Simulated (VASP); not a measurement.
# AlN in VASP: a series of runs

Aim: see how the results for AlN move with the level of theory and the settings. Levels: r2SCAN, PBEsol. Tasks: single point.

Program: VASP 6.6.1. These are calculated values, not measurements. Logs are shortened: lines on timing, memory, paths and dates and some standing lists are left out, and cuts for length are marked.

## (1) The cell of the first run

The cell holds a slab with vacuum, 12 atoms: a = 3.096 Å, b = 4.378 Å, c = 20.739 Å, α = 90.00°, β = 90.00°, γ = 90.00°.

## (2) Single point, r2SCAN

Contents of POSCAR:

```
AlN
1.0
    2.1888610000     -2.1888610000      0.0000000000
    0.0000000000      0.0000000000      4.3777220000
  -14.6645410000    -14.6645410000      0.0000000000
Al N
6 6
Direct
    0.9982180000      0.0047200000      0.6143560000
    0.9977860000      0.9621640000      0.3231120000
    0.9980640000      0.0048310000      0.4634890000
    0.4981360000      0.5049210000      0.5365830000
    0.4983040000      0.4622860000      0.6769570000
    0.4979290000      0.5045920000      0.3857120000
    0.9981440000      0.2542720000      0.5376180000
    0.9982910000      0.2629850000      0.6861260000
    0.9979130000      0.2582630000      0.3877140000
    0.4980930000      0.7542020000      0.4624230000
    0.4982240000      0.7583650000      0.6123360000
    0.4978290000      0.7628610000      0.3139330000
```

Contents of INCAR.step1:

```
PREC = Accurate
ENCUT = 520
ISMEAR = -1
SIGMA = 0.05
LREAL = False
LASPH = True
NELM = 100
NBANDS = 36
GGA = PE
ALGO = Normal
EDIFF = 1E-4
LWAVE = True
LCHARG = False
```

Contents of INCAR.step2:

```
PREC = Accurate
ENCUT = 520
EDIFF = 1E-6
ISMEAR = -1
SIGMA = 0.05
LREAL = False
LASPH = True
NELM = 100
ALGO = Normal
ISIF = 2
LWAVE = False
LCHARG = False
METAGGA = R2SCAN
LMIXTAU = True
NBANDS = 36
ISTART = 1
```

Contents of KPOINTS:

```
Automatic mesh
0
Gamma
  4 3 1
```

Potentials or basis: VASP PAW PBE potentials, release 64 (Al, N).

Command:

```console
> cat potpaw_PBE.64/Al/POTCAR potpaw_PBE.64/N/POTCAR > POTCAR
> cp INCAR.step1 INCAR
> mpirun -np 1 vasp_std > vasp.out
> cp INCAR.step2 INCAR
> mpirun -np 1 vasp_std > vasp.out
```

OUTCAR:

```text
PREC = Accurate
   ENCUT = 520
   EDIFF = 1E-6
   ISMEAR = -1
   LREAL = False
   LASPH = True
   NELM = 100
   ISIF = 2
   METAGGA = R2SCAN
   ISTART = 1

 ion  position               nearest neighbor table
   1  0.998  0.005  0.614-   8 1.87  11 1.89  11 1.89   7 1.93   5 2.84   5 2.85   5 3.12   5 3.12
                             4 3.13   4 3.13   3 3.13   4 3.13   4 3.13
   2  0.998  0.962  0.323-  12 1.79  12 1.79   9 1.86   6 2.84   6 2.85   3 2.92   6 3.12   6 3.12

   3  0.998  0.005  0.463-   7 1.89  10 1.90  10 1.90   9 1.92   2 2.92   4 3.08   4 3.08   4 3.08
                             4 3.08   6 3.13   6 3.13   1 3.13   6 3.13   6 3.13
   4  0.498  0.505  0.537-  10 1.89   7 1.90   7 1.90  11 1.92   5 2.92   3 3.08   3 3.08   3 3.08
                             3 3.08   1 3.13   1 3.13   6 3.13   1 3.13   1 3.13
   5  0.498  0.462  0.677-   8 1.79   8 1.79  11 1.86   1 2.84   1 2.85   4 2.92   1 3.12   1 3.12

   6  0.498  0.505  0.386-  12 1.87   9 1.89   9 1.89  10 1.93   2 2.84   2 2.85   2 3.12   2 3.12
                             3 3.13   3 3.13   4 3.13   3 3.13   3 3.13
   7  0.998  0.254  0.538-   3 1.89   4 1.90   4 1.90   1 1.93
   8  0.998  0.263  0.686-   5 1.79   5 1.79   1 1.87
   9  0.998  0.258  0.388-   2 1.86   6 1.89   6 1.89   3 1.92
  10  0.498  0.754  0.462-   4 1.89   3 1.90   3 1.90   6 1.93
  11  0.498  0.758  0.612-   5 1.86   1 1.89   1 1.89   4 1.92
  12  0.498  0.763  0.314-   2 1.79   2 1.79   6 1.87

  LATTYP: Found a simple orthorhombic cell.
 ALAT       =     3.0955169123
 B/A-ratio  =     1.4142135624
 C/A-ratio  =     6.6996218581

  Lattice vectors:

 A1 = (   2.1888610000,  -2.1888610000,   0.0000000000)
 A2 = (   0.0000000000,   0.0000000000,   4.3777220000)
 A3 = ( -14.6645410000, -14.6645410000,   0.0000000000)

Analysis of symmetry for initial positions (statically):
=====================================================================
 Subroutine PRICEL returns:
 Original cell was already a primitive cell.

 Routine SETGRP: Setting up the symmetry group for a
 simple orthorhombic supercell.

 Subroutine GETGRP returns: Found  1 space group operations
 (whereof  1 operations were pure point group operations)
 out of a pool of  8 trial point group operations.

The static configuration has the point symmetry C_1 .

Analysis of symmetry for dynamics (positions and initial velocities):
=====================================================================
 Subroutine PRICEL returns:
 Original cell was already a primitive cell.

 Routine SETGRP: Setting up the symmetry group for a
[... 120 lines left out ...]
   NUPDOWN=      -1.0000    fix difference up-down
   EMIN   =  10.00;   EMAX   =-10.00  energy-range for DOS
   EFERMI =   0.00;   METHOD = LEGACY
   ISMEAR =    -1;   SIGMA  =   0.05  broadening in eV -4-tet -1-fermi 0-gaus
   EFERMI_NEDOS =   21; number of points for ismear=-14 and -15
   IALGO  =     38    algorithm
   IMIX   =      4    mixing-type and parameters
     AMIX     =   0.40;   BMIX     =  1.00
     AMIX_MAG =   1.60;   BMIX_MAG =  1.00
  volume/ion in A,a.u.               =      23.42       158.04
  Fermi-wavevector in a.u.,A,eV,Ry     =   0.908309  1.716455 11.225151  0.825025
  Thomas-Fermi vector in A             =   2.032220
   LORBIT       =      0    0 simple, 1 ext, 2 COOP (PROOUT), +10 PAW based schemes
   METAGGA = R2SCAN    functional components
   LHFCALC =     F    Hartree Fock is set to
   AEXX    =    0.0000 exact exchange contribution
   IVDW    =     0    specifies the selected vdW correction
   LEPSILON=     F    determine dielectric tensor
   LRPA    =     F    only Hartree local field effects (RPA)
 non-spin polarized calculation
  energy-cutoff  :      520.00
  volume of cell :      281.04
 maximum number of plane-waves:      7632
 NGX is ok and might be reduce to    24
   NGX = 11   NGY = 17   NGZ = 77

 number of electron      47.9999999 magnetization

 Free energy of the ion-electron system (eV)
  ---------------------------------------------------
  ext. energy  EPLUGINS =         0.00000000
  ---------------------------------------------------
  free energy    TOTEN  =      -110.76133764 eV

  energy without entropy =     -110.76133764  energy(sigma->0) =     -110.76133764

 E-fermi :   0.6801     XC(G=0):  -5.7456

 val. band max:       -0.5030194317   @ k =   0.5000   0.3333   0.0000
 cond. band min:       2.6474624645   @ k =   0.0000   0.0000   0.0000
 fundamental gap:      3.1504818962
 Fermi energy:         0.6801417797

 k-point     1 :       0.0000    0.0000    0.0000
  band No.  band energies     occupation
      1     -16.5697      2.00000
      2     -15.9929      2.00000
      3     -15.0397      2.00000
      4     -14.2501      2.00000
      5     -13.9805      2.00000
      6     -13.9381      2.00000
[... 262 lines left out ...]
     35       9.5118      0.00000
     36       9.5142      0.00000

------------------------ aborting loop because EDIFF is reached ----------------------------------------

  FORCE on cell =-STRESS in cart. coord.  units (eV):
  Direction    XX          YY          ZZ          XY          YZ          ZX
  --------------------------------------------------------------------------------------
  -------------------------------------------------------------------------------------
  Total        0.3186315      0.3016405     -1.2740416     -1.3975571     -0.0029746      0.0008564
  in kB        1.8164960      1.7196317     -7.2632226     -7.9673761     -0.0169582      0.0048824
  external PRESSURE =      -1.2423650 kB  Pullay stress =       0.0000000 kB

 VOLUME and BASIS-vectors are now :
 -----------------------------------------------------------------------------
  energy-cutoff  :      520.00
  volume of cell :      281.04
      direct lattice vectors                 reciprocal lattice vectors
     2.188861000 -2.188861000  0.000000000     0.228429306 -0.228429306  0.000000000
     0.000000000  0.000000000  4.377722000     0.000000000  0.000000000  0.228429306
   -14.664541000-14.664541000  0.000000000    -0.034095851 -0.034095851  0.000000000

 POSITION                                       TOTAL-FORCE (eV/Angst)
 -----------------------------------------------------------------------------------
     -6.82429    -11.19421      0.02066        -0.040081     -0.040830     -0.039352
     -2.55427     -6.92230      4.21209         0.037924      0.031241     -0.084359
     -4.61223     -8.98148      0.02115        -0.008173     -0.009180      0.001607
     -6.77839     -8.95909      2.21040         0.016966      0.016290     -0.002727
     -8.83655    -11.01798      2.02376        -0.033271     -0.030823     -0.082430
     -4.56639     -6.74619      2.20896         0.045861      0.046813     -0.038497
     -5.69912    -10.06872      1.11313         0.009174      0.009527      0.018439
     -7.87660    -12.24684      1.15128         0.136946      0.136190      0.135895
     -3.50136     -7.86994      1.13060        -0.011355     -0.012480     -0.032554
     -5.69096     -7.87148      3.30169        -0.019261     -0.016550      0.020536
     -7.88908    -10.07017      3.31991         0.005775      0.006069     -0.032359
     -3.51400     -5.69336      3.33959        -0.140506     -0.136268      0.135802
 -----------------------------------------------------------------------------------
    total drift:                               -0.000375      0.000130      0.000350

  FREE ENERGIE OF THE ION-ELECTRON SYSTEM (eV)
  ---------------------------------------------------
  free  energy   TOTEN  =      -110.7613376409 eV

  energy  without entropy=     -110.7613376408  energy(sigma->0) =     -110.76133764
```

OUTCAR.step1:

```text
PREC = Accurate
   ENCUT = 520
   ISMEAR = -1
   LREAL = False
   LASPH = True
   NELM = 100
[... 520 lines left out ...]
     -5.69096     -7.87148      3.30169        -0.012572     -0.010007      0.012989
     -7.88908    -10.07017      3.31991        -0.018841     -0.018568      0.031667
     -3.51400     -5.69336      3.33959         0.087182      0.091489     -0.007644
 -----------------------------------------------------------------------------------
    total drift:                                0.000558      0.000891     -0.001774

  FREE ENERGIE OF THE ION-ELECTRON SYSTEM (eV)
  ---------------------------------------------------
  free  energy   TOTEN  =       -85.1861902988 eV

  energy  without entropy=      -85.1861902987  energy(sigma->0) =      -85.18619030
```

OSZICAR.step1:

```text
N       E                     dE             d eps       ncg     rms          rms(c)
DAV:   1     0.313503731234E+03    0.31350E+03   -0.19460E+04   504   0.109E+03
DAV:   2    -0.513671357651E+02   -0.36487E+03   -0.34612E+03   712   0.246E+02
DAV:   3    -0.100764095798E+03   -0.49397E+02   -0.48799E+02   632   0.945E+01
DAV:   4    -0.102362646423E+03   -0.15986E+01   -0.15953E+01   640   0.215E+01
DAV:   5    -0.102408069471E+03   -0.45423E-01   -0.45405E-01   672   0.325E+00    0.220E+01
DAV:   6    -0.857404602394E+02    0.16668E+02   -0.60385E+01   612   0.334E+01    0.774E+00
DAV:   7    -0.854831574901E+02    0.25730E+00   -0.23640E+00   632   0.719E+00    0.528E+00
DAV:   8    -0.852199559680E+02    0.26320E+00   -0.48152E-01   624   0.397E+00    0.984E-01
DAV:   9    -0.851923541200E+02    0.27602E-01   -0.88768E-02   620   0.159E+00    0.514E-01
DAV:  10    -0.851909709617E+02    0.13832E-02   -0.12632E-02   600   0.526E-01    0.283E-01
DAV:  11    -0.851883241421E+02    0.26468E-02   -0.34906E-03   600   0.441E-01    0.125E-01
DAV:  12    -0.851861142726E+02    0.22099E-02   -0.31418E-03   600   0.257E-01    0.785E-02
DAV:  13    -0.851862516658E+02   -0.13739E-03   -0.78088E-04   544   0.124E-01    0.499E-02
DAV:  14    -0.851861902988E+02    0.61367E-04   -0.36764E-04   528   0.131E-01
   1 F= -.85186190E+02 E0= -.85186190E+02  d E =-.813874E-10
```

Wall time 13 min (1 thread of AMD EPYC, shared host); peak memory 0.36 GiB.

What came out:

| Property | Result |
| --- | --- |
| Free energy | -110.7613 eV |
| Largest force | 0.238 eV/Å |
| Band gap on the k mesh | 3.15 eV (least direct gap 3.46 eV) |

Forces on the atoms (eV/Å):
```
Al  -0.040 -0.041 -0.039
Al   0.038  0.031 -0.084
Al  -0.008 -0.009  0.002
Al   0.017  0.016 -0.003
Al  -0.033 -0.031 -0.082
Al   0.046  0.047 -0.038
N    0.009  0.010  0.018
N    0.137  0.136  0.136
N   -0.011 -0.012 -0.033
N   -0.019 -0.017  0.021
N    0.006  0.006 -0.032
N   -0.141 -0.136  0.136
```

Caveat: the k points lie up to 0.51 Å⁻¹ apart; the PAW data sets were made with another functional, which shifts forces and pressure a little.

## (3) Single point, PBEsol

Contents of INCAR:

```
SYSTEM = AlN
  ALGO = Normal
  EDIFF = 1E-6
  ENCUT = 520
  GGA = PS
  ISIF = 2
  ISMEAR = -1
  LASPH = .True.
  LCHARG = .True.
  LELF = .True.
  LREAL = .False.
  LVHAR = .True.
  LWAVE = .False.
  NBANDS = 36
  NELM = 60
  PREC = Accurate
  SIGMA = 0.05
```

Contents of KPOINTS:

```
k-points
0
Gamma
  6 4 1
  0 0 0
```

POSCAR is that of step 2.

Potentials or basis: VASP PAW PBE potentials, release 64 (Al, N).

Command:

```console
> cat potpaw_PBE.64/Al/POTCAR potpaw_PBE.64/N/POTCAR > POTCAR
> mpirun -np 1 vasp_std > vasp.out
```

OUTCAR:

```text
SYSTEM = AlN
   EDIFF = 1E-6
   ENCUT = 520
   GGA = PS
   ISIF = 2
   ISMEAR = -1
   LASPH = .True.
   LREAL = .False.
   NELM = 60
   PREC = Accurate

 ion  position               nearest neighbor table
   1  0.998  0.005  0.614-   8 1.87  11 1.89  11 1.89   7 1.93   5 2.84   5 2.85   5 3.12   5 3.12
                             4 3.13   4 3.13   3 3.13   4 3.13   4 3.13
   2  0.998  0.962  0.323-  12 1.79  12 1.79   9 1.86   6 2.84   6 2.85   3 2.92   6 3.12   6 3.12

   3  0.998  0.005  0.463-   7 1.89  10 1.90  10 1.90   9 1.92   2 2.92   4 3.08   4 3.08   4 3.08
                             4 3.08   6 3.13   6 3.13   1 3.13   6 3.13   6 3.13
   4  0.498  0.505  0.537-  10 1.89   7 1.90   7 1.90  11 1.92   5 2.92   3 3.08   3 3.08   3 3.08
                             3 3.08   1 3.13   1 3.13   6 3.13   1 3.13   1 3.13
   5  0.498  0.462  0.677-   8 1.79   8 1.79  11 1.86   1 2.84   1 2.85   4 2.92   1 3.12   1 3.12

   6  0.498  0.505  0.386-  12 1.87   9 1.89   9 1.89  10 1.93   2 2.84   2 2.85   2 3.12   2 3.12
                             3 3.13   3 3.13   4 3.13   3 3.13   3 3.13
   7  0.998  0.254  0.538-   3 1.89   4 1.90   4 1.90   1 1.93
[... 751 lines left out ...]
     36       8.8283      0.00000

------------------------ aborting loop because EDIFF is reached ----------------------------------------

  FORCE on cell =-STRESS in cart. coord.  units (eV):
  Direction    XX          YY          ZZ          XY          YZ          ZX
  --------------------------------------------------------------------------------------
  -------------------------------------------------------------------------------------
  Total        1.5097147      1.4951394      0.0649146     -1.5494291     -0.0036985      0.0002585
  in kB        8.6067786      8.5236857      0.3700736     -8.8331877     -0.0210849      0.0014735
  external PRESSURE =       5.8335126 kB  Pullay stress =       0.0000000 kB

 VOLUME and BASIS-vectors are now :
 -----------------------------------------------------------------------------
  energy-cutoff  :      520.00
  volume of cell :      281.04
      direct lattice vectors                 reciprocal lattice vectors
     2.188861000 -2.188861000  0.000000000     0.228429306 -0.228429306  0.000000000
     0.000000000  0.000000000  4.377722000     0.000000000  0.000000000  0.228429306
   -14.664541000-14.664541000  0.000000000    -0.034095851 -0.034095851  0.000000000

 POSITION                                       TOTAL-FORCE (eV/Angst)
 -----------------------------------------------------------------------------------
     -6.82429    -11.19421      0.02066         0.005588      0.004870     -0.006984
     -2.55427     -6.92230      4.21209         0.004542     -0.001889      0.005492
     -4.61223     -8.98148      0.02115         0.005523      0.004441     -0.000094
     -6.77839     -8.95909      2.21040         0.002663      0.002023     -0.004169
     -8.83655    -11.01798      2.02376        -0.000070      0.002276      0.007585
     -4.56639     -6.74619      2.20896        -0.000208      0.000789     -0.006224
     -5.69912    -10.06872      1.11313        -0.004773     -0.004429     -0.000491
     -7.87660    -12.24684      1.15128        -0.007154     -0.007990     -0.011011
     -3.50136     -7.86994      1.13060        -0.007931     -0.009039      0.012668
     -5.69096     -7.87148      3.30169        -0.004561     -0.002033      0.001455
     -7.88908    -10.07017      3.31991         0.002679      0.002976      0.012932
     -3.51400     -5.69336      3.33959         0.003703      0.008006     -0.011160
 -----------------------------------------------------------------------------------
    total drift:                               -0.000239      0.000213     -0.000018

  FREE ENERGIE OF THE ION-ELECTRON SYSTEM (eV)
  ---------------------------------------------------
  free  energy   TOTEN  =       -89.5376661384 eV

  energy  without entropy=      -89.5376661383  energy(sigma->0) =      -89.53766614
```

Run time: 14 min. Hardware: 1 thread of AMD EPYC, shared host; peak memory 0.37 GiB.

Results:

| Property | Result |
| --- | --- |
| Free energy | -89.5377 eV |
| Largest force | 0.017 eV/Å |
| Band gap on the k mesh | 2.62 eV (least direct gap 2.91 eV) |

Forces in eV/Å, atoms in the order of the input:
```
Al   0.006  0.005 -0.007
Al   0.005 -0.002  0.005
Al   0.006  0.004  0.000
Al   0.003  0.002 -0.004
Al   0.000  0.002  0.008
Al   0.000  0.001 -0.006
N   -0.005 -0.004  0.000
N   -0.007 -0.008 -0.011
N   -0.008 -0.009  0.013
N   -0.005 -0.002  0.001
N    0.003  0.003  0.013
N    0.004  0.008 -0.011
```

Levels at points of the mesh, in eV from the valence-band top:
```csv
k point,band 21,band 22,band 23,band 24,band 25,band 26,band 27,band 28
"(0.00, 0.00, 0.00)",-0.64,-0.53,-0.35,-0.29,2.62,3.12,3.32,4.55
"(0.50, 0.00, 0.00)",-1.46,-1.46,-0.05,-0.05,2.94,2.94,4.28,4.28
"(0.00, 0.50, 0.00)",-0.98,-0.98,-0.32,-0.32,3.89,3.90,5.59,5.59
"(0.50, 0.50, 0.00)",-1.13,-1.13,-0.01,0.00,4.26,4.26,5.69,5.69
```

Caveat: the PAW data sets were made with another functional, which shifts forces and pressure a little.
